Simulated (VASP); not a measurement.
Wanted: the native input for a VASP 6.6.1 run.

| Item | Value |
| --- | --- |
| Task | single point |
| Functional | revPBE |
| Potentials or basis | VASP PAW PBE potentials, release 64 (W_sv, C) |
| Cutoff | 520 eV |
| k mesh | 7 × 7 × 6, shifted |
| Occupations | gaussian, width 0.02 eV |
| Spin | collinear spin, zero start |
| Starting moments | [0.0, 0.0] μB |
| Dipole correction | no |
| Further INCAR settings | ALGO = Normal; EDIFF = 1e-06; NBANDS = 20; ISYM = 0 |

The structure of WC (Qusongite) lies in POSCAR:

```
WC
1.0
    2.9065000000      0.0000000000      0.0000000000
   -1.4532500000      2.5171028361      0.0000000000
    0.0000000000      0.0000000000      2.8366000000
W C
1 1
Direct
    0.0000000000      0.0000000000      0.0000000000
    0.6666670000      0.3333330000      0.5000000000
```

One way to write it, as run:

INCAR

```
SYSTEM = WC
PREC = Accurate
ENCUT = 520
EDIFF = 1E-6
ISMEAR = 0
SIGMA = 0.02
LREAL = .False.
LASPH = .True.
NELM = 150
ALGO = Normal
ISIF = 2
LWAVE = .False.
LCHARG = .False.
ISPIN = 2
MAGMOM = 0 0
LORBIT = 11
LMAXMIX = 4
GGA = RE
NBANDS = 20
ISYM = 0
```

KPOINTS

```
Automatic mesh
0
Gamma
  7 7 6
  0.5 0.5 0.5
```

Potentials or basis: VASP PAW PBE potentials, release 64 (W_sv, C).

Run with:

```sh
$ cat potpaw_PBE.64/W_sv/POTCAR potpaw_PBE.64/C/POTCAR > POTCAR
$ mpirun -np 1 vasp_std > vasp.out
```

Results of the run:

The pressure is 9.6 GPa. The band gap on the k mesh is zero (filled and empty bands overlap) and the net moment is 0.00 μB per cell. The valence electrons inside the program's atomic spheres are W 12.17; C 2.43.

Caveat: the k points lie up to 0.37 Å⁻¹ apart; the PAW data sets were made with another functional, which shifts forces and pressure a little; spin-orbit coupling is left out, which moves the levels of the heavy elements.

Wall time 2.4 min on 1 thread of Intel Xeon 6975P-C (shared host), peak memory 0.37 GiB.
